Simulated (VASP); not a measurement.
# Ta2N (P-3m1) in VASP: notebook

Ta2N is run at these levels: PBEsol; tasks: single point.

Everything below comes from runs of VASP 6.6.1. Logs are shortened: lines on timing, memory, paths and dates and some standing lists are left out, and cuts for length are marked.

### 1 The cell of the first run

The structure is trigonal, space group P-3m1 (No. 164). The conventional cell has a = 2.996 Å, b = 2.996 Å, c = 5.296 Å, α = 90.00°, β = 90.00°, γ = 120.00°. Within 3.0 Å of Ta (site symmetry 3m) lie 3 N at 2.19 Å and 6 Ta at 3.00 Å. Within 3.0 Å of N (site symmetry -3m) lie 6 Ta at 2.19 Å and 6 N at 3.00 Å.

### 2 Single point, PBEsol (13.72 Å³/atom)

INCAR reads:

```
PREC = Accurate
ENCUT = 520
EDIFF = 1E-7
ISMEAR = 0
SIGMA = 0.15
LREAL = False
LASPH = True
NELM = 60
ALGO = Normal
ISIF = 2
LWAVE = False
LCHARG = False
GGA = PS
NBANDS = 20
```

KPOINTS reads:

```
regular mesh
0
Gamma
  18 18 10
```

POSCAR reads:

```
Ta2N
1.0
    2.9959001187      0.0000000000      0.0000000000
   -1.4979500594      2.5945256100      0.0000000000
    0.0000000000      0.0000000000      5.2964518199
Ta N
2 1
Direct
    0.6666666667      0.3333333333      0.7463700642
    0.3333333333      0.6666666667      0.2536299358
    0.0000000000      0.0000000000      0.0000000000
```

Potentials or basis: VASP PAW PBE potentials, release 64 (Ta_pv, N).

Run with:

```
> cat potpaw_PBE.64/Ta_pv/POTCAR potpaw_PBE.64/N/POTCAR > POTCAR
> mpirun -np 1 vasp_std > vasp.out
```

OUTCAR:

```text
PREC = Accurate
   ENCUT = 520
   EDIFF = 1E-7
   ISMEAR = 0
   LREAL = False
   LASPH = True
   NELM = 60
   ISIF = 2
   GGA = PS

 ion  position               nearest neighbor table
   1  0.667  0.333  0.746-   3 2.19   3 2.19   3 2.19   2 3.13   2 3.13   2 3.13   2 3.20   2 3.20
                             2 3.20
   2  0.333  0.667  0.254-   3 2.19   3 2.19   3 2.19   1 3.13   1 3.13   1 3.13   1 3.20   1 3.20
                             1 3.20
   3  0.000  0.000  0.000-   1 2.19   2 2.19   1 2.19   2 2.19   1 2.19   2 2.19

  LATTYP: Found a hexagonal cell.
 ALAT       =     2.9959001187
 C/A-ratio  =     1.7679000000

  Lattice vectors:

 A1 = (   2.9959001187,   0.0000000000,   0.0000000000)
 A2 = (  -1.4979500594,   2.5945256100,   0.0000000000)
 A3 = (   0.0000000000,   0.0000000000,   5.2964518199)

Analysis of symmetry for initial positions (statically):
=====================================================================
 Subroutine PRICEL returns:
 Original cell was already a primitive cell.

 Routine SETGRP: Setting up the symmetry group for a
 hexagonal supercell.

 Subroutine GETGRP returns: Found 12 space group operations
 (whereof 12 operations were pure point group operations)
 out of a pool of 24 trial point group operations.

The static configuration has the point symmetry D_3d.

Analysis of symmetry for dynamics (positions and initial velocities):
=====================================================================
 Subroutine PRICEL returns:
 Original cell was already a primitive cell.

 Routine SETGRP: Setting up the symmetry group for a
 hexagonal supercell.

 Subroutine GETGRP returns: Found 12 space group operations
 (whereof 12 operations were pure point group operations)
 out of a pool of 24 trial point group operations.

The dynamic configuration has the point symmetry D_3d.

 Subroutine INISYM returns: Found 12 space group operations
 (whereof 12 operations are pure point group operations),
 and found     1 'primitive' translations

----------------------------------------------------------------------------------------

                                     Primitive cell

  volume of cell :      41.1690

  direct lattice vectors                    reciprocal lattice vectors
     2.995900119  0.000000000  0.000000000     0.333789499  0.192713457  0.000000000
    -1.497950059  2.594525610  0.000000000     0.000000000  0.385426914  0.000000000
     0.000000000  0.000000000  5.296451820     0.000000000  0.000000000  0.188805645

[... 85 lines left out ...]
   EDIFF  = 0.1E-06   stopping-criterion for ELM
   LREAL  =      F    real-space projection
   EDIFFG = 0.1E-05   stopping-criterion for IOM
   NSW    =      0    number of steps for IOM
   IBRION =     -1    ionic relax: 0-MD 1-quasi-New 2-CG
   NFREE  =      0    steps in history (QN), initial steepest desc. (CG)
   ISIF   =      2    stress and relaxation
   ISYM   =      2    0-nonsym 1-usesym 2-fastsym
   POTIM  = 0.5000    time-step for ionic-motion
   TEBEG  =    0.0;   TEEND  =   0.0 temperature during run
   PSTRESS=    0.0 pullay stress
   NELECT =      27.0000    total number of electrons
   NUPDOWN=      -1.0000    fix difference up-down
   EMIN   =  10.00;   EMAX   =-10.00  energy-range for DOS
   EFERMI =   0.00;   METHOD = LEGACY
   ISMEAR =     0;   SIGMA  =   0.15  broadening in eV -4-tet -1-fermi 0-gaus
   EFERMI_NEDOS =   21; number of points for ismear=-14 and -15
   IALGO  =     38    algorithm
   IMIX   =      4    mixing-type and parameters
     AMIX     =   0.40;   BMIX     =  1.00
     AMIX_MAG =   1.60;   BMIX_MAG =  1.00
  volume/ion in A,a.u.               =      13.72        92.61
  Fermi-wavevector in a.u.,A,eV,Ry     =   1.422348  2.687849 27.525605  2.023075
  Thomas-Fermi vector in A             =   2.543062
   LORBIT       =      0    0 simple, 1 ext, 2 COOP (PROOUT), +10 PAW based schemes
   GGA     = PS    functional components
   LHFCALC =     F    Hartree Fock is set to
   AEXX    =    0.0000 exact exchange contribution
   IVDW    =     0    specifies the selected vdW correction
   LEPSILON=     F    determine dielectric tensor
   LRPA    =     F    only Hartree local field effects (RPA)
 non-spin polarized calculation
 Gauss-broadening in eV      SIGMA  =   0.15
  energy-cutoff  :      520.00
  volume of cell :       41.17
 maximum number of plane-waves:      1136
 NGX is ok and might be reduce to    24
   NGX = 11   NGY = 11   NGZ = 19

 number of electron      26.9999997 magnetization

 Free energy of the ion-electron system (eV)
  ---------------------------------------------------
  ext. energy  EPLUGINS =         0.00000000
  ---------------------------------------------------
  free energy    TOTEN  =       -36.22027537 eV

  energy without entropy =      -36.20427937  energy(sigma->0) =      -36.21227737

 E-fermi :   7.0455     XC(G=0): -12.9356

 val. band max:        7.0346085145   @ k =   0.0556   0.0000   0.0000
 cond. band min:       7.0495062460   @ k =   0.4444   0.1111   0.2000
 fundamental gap:      0.0148977315
 Fermi energy:         7.0455045961

 k-point     1 :       0.0000    0.0000    0.0000
  band No.  band energies     occupation
      1     -28.4143      2.00000
      2     -27.6981      2.00000
      3     -27.5984      2.00000
      4     -27.5984      2.00000
      5     -27.5386      2.00000
      6     -27.5386      2.00000
[... 541 lines left out ...]
     19      11.8602      0.00000
     20      12.3099      0.00000

 [... further k-points ...]

------------------------ aborting loop because EDIFF is reached ----------------------------------------

  FORCE on cell =-STRESS in cart. coord.  units (eV):
  Direction    XX          YY          ZZ          XY          YZ          ZX
  --------------------------------------------------------------------------------------
  -------------------------------------------------------------------------------------
  Total       -0.4255952     -0.4255952     -6.0203462      0.0000000      0.0000000     -0.0000000
  in kB      -16.5629236    -16.5629236   -234.2943034      0.0000000      0.0000000     -0.0000000
  external PRESSURE =     -89.1400502 kB  Pullay stress =       0.0000000 kB

 VOLUME and BASIS-vectors are now :
 -----------------------------------------------------------------------------
  energy-cutoff  :      520.00
  volume of cell :       41.17
      direct lattice vectors                 reciprocal lattice vectors
     2.995900119  0.000000000  0.000000000     0.333789499  0.192713457  0.000000000
    -1.497950059  2.594525610  0.000000000     0.000000000  0.385426914  0.000000000
     0.000000000  0.000000000  5.296451820     0.000000000  0.000000000  0.188805645

 POSITION                                       TOTAL-FORCE (eV/Angst)
 -----------------------------------------------------------------------------------
      1.49795      0.86484      3.95311        -0.000000      0.000000     -0.512944
     -0.00000      1.72968      1.34334         0.000000     -0.000000      0.512944
      0.00000      0.00000      0.00000        -0.000000      0.000000      0.000000
 -----------------------------------------------------------------------------------
    total drift:                                0.000000     -0.000000      0.000000

  FREE ENERGIE OF THE ION-ELECTRON SYSTEM (eV)
  ---------------------------------------------------
  free  energy   TOTEN  =       -36.2202753719 eV

  energy  without entropy=      -36.2042793688  energy(sigma->0) =      -36.21227737
```

stdout:

```text
POSCAR found type information on POSCAR TaN
 POSCAR found :  2 types and       3 ions
 scaLAPACK will be used
 -----------------------------------------------------------------------------
|                                                                             |
|                                                                             |
|     You enforced a specific xc type in the INCAR file but a different       |
|     I HOPE YOU KNOW WHAT YOU ARE DOING!                                     |
|                                                                             |
 -----------------------------------------------------------------------------

 LDA part: xc-table for (Slater+PW92), standard interpolation
 POSCAR, INCAR and KPOINTS ok, starting setup
 FFT: planning ... GRIDC
 FFT: planning ... GRID_SOFT
 FFT: planning ... GRID
 WAVECAR not read
 entering main loop
```

Wall time 4.8 min (1 thread of Intel Xeon 8259CL, shared host); peak memory 0.36 GiB.

Results:

```yaml
Free_energy: -36.2203 eV
Pressure: -8.9 GPa
Largest_force: 0.513 eV/Å
Band_gap_on_the_k_mesh: zero (an odd number of electrons rules out a gap without spin polarisation)
```

Forces on the atoms (eV/Å):
```
Ta   0.000  0.000 -0.513
Ta   0.000  0.000  0.513
N    0.000  0.000  0.000
```

Levels at points of the mesh, in eV from the Fermi level:
| k point | band 9 | band 10 | band 11 | band 12 | band 13 | band 14 | band 15 | band 16 | band 17 | band 18 |
| --- | --- | --- | --- | --- | --- | --- | --- | --- | --- | --- |
| (0.00, 0.00, 0.00) | -5.24 | -5.24 | -5.09 | -1.51 | -0.11 | -0.11 | 0.17 | 1.29 | 1.29 | 1.33 |
| (0.50, 0.00, 0.00) | -6.77 | -5.74 | -4.42 | -2.13 | -0.96 | 0.43 | 2.98 | 3.68 | 4.00 | 4.35 |
| (0.00, 0.00, 0.50) | -5.34 | -5.34 | -3.54 | -2.91 | -0.54 | -0.54 | 1.14 | 2.18 | 2.18 | 2.44 |
| (0.50, 0.00, 0.50) | -6.82 | -5.56 | -3.57 | -1.81 | -1.74 | -0.61 | 1.32 | 4.12 | 4.30 | 4.50 |

Caveat: the stress differs along the axes, from -23 to -2 GPa; the PAW data sets were made with another functional, which shifts forces and pressure a little; spin-orbit coupling is left out, which moves the levels of the heavy elements.

### 3 Single point, PBEsol (13.72 Å³/atom)

INCAR reads:

```
ALGO = Normal
EDIFF = 1E-6
ENCUT = 520
GGA = PS
ISIF = 2
ISMEAR = 0
LASPH = T
LCHARG = F
LREAL = F
LWAVE = F
NBANDS = 20
NELM = 60
PREC = Accurate
SIGMA = 0.15
```

KPOINTS reads:

```
k-points
0
Gamma
  18 18 10
```

POSCAR reads:

```
Ta2N
1.0
    3.0566939846      0.0000000000      0.0000000000
   -1.5283469923      2.6471746422      0.0000000000
    0.0000000000      0.0000000000      5.0878671373
Ta N
2 1
Direct
    0.6666666667      0.3333333333      0.7463700642
    0.3333333333      0.6666666667      0.2536299358
    0.0000000000      0.0000000000      0.0000000000
```

Potentials or basis: VASP PAW PBE potentials, release 64 (Ta_pv, N).

Run with:

```
> cat potpaw_PBE.64/Ta_pv/POTCAR potpaw_PBE.64/N/POTCAR > POTCAR
> mpirun -np 1 vasp_std > vasp.out
```

Wall time 4.7 min (1 thread of Intel Xeon 8259CL, shared host); peak memory 0.36 GiB.

Results (log left out):

```
Free energy            : -36.3903 eV
Pressure               : -10.1 GPa
Largest force          : 0.209 eV/Å
Band gap on the k mesh : zero (an odd number of electrons rules out a gap without spin polarisation)
```

Forces on the atoms (eV/Å):
```
Ta   0.000  0.000 -0.209
Ta   0.000  0.000  0.209
N    0.000  0.000  0.000
```

Stress tensor (GPa, compression positive):
```
 -6.38   0.00   0.00
  0.00  -6.38   0.00
  0.00   0.00 -17.55
```

Levels at points of the mesh, in eV from the Fermi level:
```csv
k point,band 9,band 10,band 11,band 12,band 13,band 14,band 15,band 16,band 17,band 18
"(0.00, 0.00, 0.00)",-5.71,-5.71,-5.03,-1.16,-0.22,-0.22,0.26,0.73,0.73,1.22
"(0.50, 0.00, 0.00)",-6.69,-6.11,-4.49,-2.39,-1.21,1.04,2.40,3.81,3.98,4.05
"(0.00, 0.00, 0.50)",-5.84,-5.84,-3.21,-2.85,-0.84,-0.84,1.46,2.12,2.24,2.24
"(0.50, 0.00, 0.50)",-6.78,-5.90,-3.46,-2.00,-1.98,-0.47,1.00,3.73,3.94,4.28
```

Caveat: the stress differs along the axes, from -18 to -6 GPa; the PAW data sets were made with another functional, which shifts forces and pressure a little; spin-orbit coupling is left out, which moves the levels of the heavy elements.

### 4 Single point, PBEsol (14.25 Å³/atom)

This run uses another cell than the first one, of 14.25 Å³/atom.

INCAR reads:

```
PREC = Accurate
ENCUT = 520
EDIFF = 1E-6
ISMEAR = 0
SIGMA = 0.15
LREAL = False
LASPH = True
NELM = 100
ALGO = Normal
ISIF = 2
LWAVE = False
LCHARG = False
GGA = PS
NBANDS = 20
```

KPOINTS reads:

```
Automatic mesh
0
Gamma
  18 18 10
```

POSCAR reads:

```
Ta2N
1.0
    3.1582510241      0.0000000000      0.0000000000
   -1.5791255120      2.7351256184      0.0000000000
    0.0000000000      0.0000000000      4.9492873801
Ta N
2 1
Direct
    0.6666666667      0.3333333333      0.7463700642
    0.3333333333      0.6666666667      0.2536299358
    0.0000000000      0.0000000000      0.0000000000
```

Run with:

```
> cat potpaw_PBE.64/Ta_pv/POTCAR potpaw_PBE.64/N/POTCAR > POTCAR
> mpirun -np 1 vasp_std > vasp.out
```

Run time: 1.9 min. Hardware: 1 thread of Intel Xeon Platinum 8559C (Emerald Rapids), shared host; peak memory 0.36 GiB.

Results (log left out):

```yaml
Free_energy: -36.3030 eV
Pressure: -19.3 GPa
Largest_force: 0.382 eV/Å
Band_gap_on_the_k_mesh: zero (an odd number of electrons rules out a gap without spin polarisation)
```

Forces on the atoms (eV/Å):
```
Ta   0.000  0.000  0.382
Ta   0.000  0.000 -0.382
N    0.000  0.000  0.000
```

Stress tensor (GPa, compression positive):
```
-19.16   0.00   0.00
  0.00 -19.16   0.00
  0.00   0.00 -19.52
```

Levels at points of the mesh, in eV from the Fermi level:
| k point | band 9 | band 10 | band 11 | band 12 | band 13 | band 14 | band 15 | band 16 | band 17 | band 18 |
| --- | --- | --- | --- | --- | --- | --- | --- | --- | --- | --- |
| (0.00, 0.00, 0.00) | -5.82 | -5.82 | -4.92 | -0.63 | -0.23 | -0.23 | 0.26 | 0.26 | 0.34 | 1.13 |
| (0.50, 0.00, 0.00) | -6.30 | -6.12 | -4.29 | -2.51 | -1.37 | 1.67 | 1.79 | 3.45 | 3.71 | 3.92 |
| (0.00, 0.00, 0.50) | -5.97 | -5.97 | -2.71 | -2.61 | -1.05 | -1.05 | 1.64 | 1.70 | 2.11 | 2.11 |
| (0.50, 0.00, 0.50) | -6.43 | -5.89 | -3.15 | -2.09 | -2.07 | -0.19 | 0.72 | 3.06 | 3.29 | 3.74 |

Caveat: the cell stands under tension; the PAW data sets were made with another functional, which shifts forces and pressure a little; spin-orbit coupling is left out, which moves the levels of the heavy elements.

### 5 Single point, PBEsol (14.25 Å³/atom)

This run uses another cell than the first one, of 14.25 Å³/atom.

INCAR reads:

```
SYSTEM = Ta2N
  PREC = Accurate
  ENCUT = 520
  EDIFF = 1E-6
  ISMEAR = 0
  SIGMA = 0.15
  LREAL = .FALSE.
  LASPH = .TRUE.
  NELM = 100
  ALGO = Normal
  ISIF = 2
  LWAVE = .FALSE.
  LCHARG = .FALSE.
  GGA = PS
  NBANDS = 20
```

KPOINTS reads:

```
regular mesh
0
G
  18 18 10
  0 0 0
```

POSCAR reads:

```
Ta2N
1.0
    3.1266469763      0.0000000000      0.0000000000
   -1.5633234882      2.7077557101      0.0000000000
    0.0000000000      0.0000000000      5.0498475314
Ta N
2 1
Direct
    0.6666666667      0.3333333333      0.7463700642
    0.3333333333      0.6666666667      0.2536299358
    0.0000000000      0.0000000000      0.0000000000
```

Run with:

```
> cat potpaw_PBE.64/Ta_pv/POTCAR potpaw_PBE.64/N/POTCAR > POTCAR
> mpirun -np 1 vasp_std > vasp.out
```

Wall time 1.7 min (1 thread of Intel Xeon Platinum 8559C (Emerald Rapids), shared host); peak memory 0.36 GiB.

The run converged. Its results:

| Quantity | Value |
| --- | --- |
| Free energy | -36.2872 eV |
| Pressure | -19.3 GPa |
| Largest force | 0.207 eV/Å |
| Band gap on the k mesh | zero (an odd number of electrons rules out a gap without spin polarisation) |

Forces in eV/Å, atoms in the order of the input:
```
Ta   0.000  0.000  0.207
Ta   0.000  0.000 -0.207
N    0.000  0.000  0.000
```

Stress tensor (GPa, compression positive):
```
-17.46   0.00   0.00
  0.00 -17.46   0.00
  0.00   0.00 -22.89
```

Levels at points of the mesh, in eV from the Fermi level:
| k point | band 11 | band 12 | band 13 | band 14 | band 15 | band 16 |
| --- | --- | --- | --- | --- | --- | --- |
| (0.00, 0.00, 0.00) | -4.99 | -0.88 | -0.23 | -0.23 | 0.29 | 0.46 |
| (0.50, 0.00, 0.00) | -4.30 | -2.44 | -1.31 | 1.32 | 2.03 | 3.60 |
| (0.00, 0.00, 0.50) | -2.92 | -2.73 | -0.93 | -0.93 | 1.54 | 1.76 |
| (0.50, 0.00, 0.50) | -3.25 | -2.05 | -2.04 | -0.33 | 0.82 | 3.28 |

Caveat: the stress differs along the axes, from -23 to -17 GPa; the PAW data sets were made with another functional, which shifts forces and pressure a little; spin-orbit coupling is left out, which moves the levels of the heavy elements.

### 6 Overview

```tsv
cell	gap on the mesh (eV)	pressure (GPa)	largest force (eV/Å)
a = 2.996, b = 2.996, c = 5.296 Å, angles 90.0, 90.0, 120.0°, 3 atoms	none	-8.9	0.51
a = 3.057, b = 3.057, c = 5.088 Å, angles 90.0, 90.0, 120.0°, 3 atoms	none	-10.1	0.21
a = 3.158, b = 3.158, c = 4.949 Å, angles 90.0, 90.0, 120.0°, 3 atoms	none	-19.3	0.38
a = 3.127, b = 3.127, c = 5.050 Å, angles 90.0, 90.0, 120.0°, 3 atoms	none	-19.3	0.21
```

Alike in all rows: task single point; level PBEsol; potentials or basis VASP PAW PBE potentials, release 64 (Ta_pv, N); no spin polarisation; k mesh 18 × 18 × 10; cutoff (eV) 520; smearing gaussian 0.15 eV.

Caveats: the PAW data sets were made with another functional, which shifts forces and pressure a little; spin-orbit coupling is left out, which moves the levels of the heavy elements; the stress differs along the axes, from -23 to -2 GPa (at least some runs); the stress differs along the axes, from -18 to -6 GPa (at least some runs); the cell stands under tension (at least some runs); the stress differs along the axes, from -23 to -17 GPa (at least some runs).

Total energies depend on the potentials used, so only differences within one code and one set of settings carry meaning.
